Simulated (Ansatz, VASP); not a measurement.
# FeO: VASP beside Ansatz

```xyz
2
Lattice="1.4878 0.8590 2.4681 -1.4878 0.8590 2.4681 0.0000 -1.7180 2.4681" Properties=species:S:1:pos:R:3 pbc="T T T"
Fe    0.0000    0.0000    0.0000
O     0.0000    0.0000    3.7022
```

Alike in both runs: task single point; functional LDA; k mesh 11 × 11 × 11; occupations fermi-dirac, width 0.05 eV; collinear spin.

```csv
,VASP,Ansatz
version,VASP 6.6.1,Ansatz 0.2.0
potentials or method,"VASP PAW LDA potentials, release 64 (Fe, O)",Ansatz PAW
plane-wave cutoff (eV),520,420
valence electrons in the cell,14,22
```

|  | VASP | Ansatz | Ansatz less VASP |
| --- | --- | --- | --- |
| gap on the k mesh at the Fermi level (eV) | none | none | - |
| pressure (GPa) | -6.7 | -5.9 | +0.87 |
| traceless stress, the component that is largest in VASP (GPa) | -0.55 | -0.57 | -0.028 |
| net moment per atom (μB) | 1.94 | 1.98 | +0.045 |
| size of the moment on the site where the two differ most (μB) | 3.48 | 3.37 | -0.111 |

LDA's correlation is that of Perdew and Zunger in VASP and of Perdew and Wang (1992) in Ansatz. Site moments also hang on the region over which each program counts them. A gap of «none» marks a metal or a gap that the smearing closes. VASP's potentials hold 14 valence electrons a cell and Ansatz's 22, so a difference there can come from the potentials and not from the codes.
